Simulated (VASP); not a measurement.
Wanted: the native input for a VASP 6.6.1 run.

```yaml
Task: single point
Functional: PBE
Potentials_or_basis: VASP PAW PBE potentials, release 64 (Si, S)
Cutoff: 520 eV
k_mesh: 12 × 12 × 12
Occupations: gaussian, width 0.1 eV
Spin: no spin polarisation
Dipole_correction: no
Further_INCAR_settings: ALGO = Normal; EDIFF = 1e-06; NBANDS = 17
```

The structure of Si3S lies in POSCAR:

```
Si3S
1.0
    3.9619787225      0.0000000000      0.0000000000
    0.0000000000      3.9619787225      0.0000000000
    0.0000000000      0.0000000000      3.9619787225
Si S
3 1
Direct
    0.0000000000      0.5000000000      0.5000000000
    0.5000000000      0.0000000000      0.5000000000
    0.5000000000      0.5000000000      0.0000000000
    0.0000000000      0.0000000000      0.0000000000
```

These files were run (other wordings do the same):

INCAR

```
  PREC = Accurate
  ENCUT = 520
  EDIFF = 1E-6
  ISMEAR = 0
  SIGMA = 0.1
  LREAL = F
  LASPH = T
  NELM = 100
  ALGO = Normal
  ISIF = 2
  LWAVE = F
  LCHARG = F
  GGA = PE
  NBANDS = 17
```

KPOINTS

```
Automatic mesh
0
Gamma
  12 12 12
```

Potentials or basis: VASP PAW PBE potentials, release 64 (Si, S).

Run with:

```bash
$ cat potpaw_PBE.64/Si/POTCAR potpaw_PBE.64/S/POTCAR > POTCAR
$ mpirun -np 1 vasp_std > vasp.out
```

Results of the run:

| Item | Value |
| --- | --- |
| Pressure | 0.0 GPa |
| Band gap on the k mesh | zero (band 9 reaches 12.48 eV, above the bottom of band 10 at 8.01 eV) |

Wall time 66 s on 1 thread of AMD EPYC 7R43 64-Core Processor (Zen 3), with other jobs on the host, peak memory 0.17 GiB.
